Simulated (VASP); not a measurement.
A run of VASP 6.6.1:

File INCAR:

```
SYSTEM = HfC
PREC     = Accurate       ! precision mode
ENCUT    = 520            ! plane-wave cutoff, eV
EDIFF    = 1E-8           ! SCF threshold, eV
ISMEAR   = -1             ! smearing method
SIGMA    = 0.05           ! smearing width, eV
LREAL    = .FALSE.        ! projectors in reciprocal space
LASPH    = .TRUE.         ! aspherical terms in the spheres
NELM     = 60             ! most SCF steps
ALGO     = Normal         ! electronic algorithm
ISIF     = 2              ! what is computed and relaxed
LWAVE    = .FALSE.        ! write WAVECAR
LCHARG   = .FALSE.        ! write CHGCAR
GGA      = CA             ! functional
LEFG     = .TRUE.       
NBANDS   = 14             ! bands
```

The input KPOINTS:

```
Automatic mesh
0
G
  12 12 12
  0 0 0
```

File POSCAR:

```
HfC
1.0
    0.0000000000      2.3555956139      2.3555956139
    2.3555956139      0.0000000000      2.3555956139
    2.3555956139      2.3555956139      0.0000000000
Hf C
1 1
Direct
    0.5000000000      0.5000000000      0.5000000000
    0.0000000000      0.0000000000      0.0000000000
```

Potentials or basis: VASP PAW LDA potentials, release 64 (Hf_pv, C).

Command:

```console
$ cat potpaw_LDA.64/Hf_pv/POTCAR potpaw_LDA.64/C/POTCAR > POTCAR
$ mpirun -np 1 vasp_std > vasp.out
```

Hardware: 1 thread of Intel(R) Xeon(R) 6975P-C (Granite Rapids) (shared host).

Q: How long does it take, and how much memory?

A: It took 14 s on 1 thread of Intel(R) Xeon(R) 6975P-C (Granite Rapids) (shared host), peak memory 0.16 GiB. Counts: scf iterations 14, k points 72.
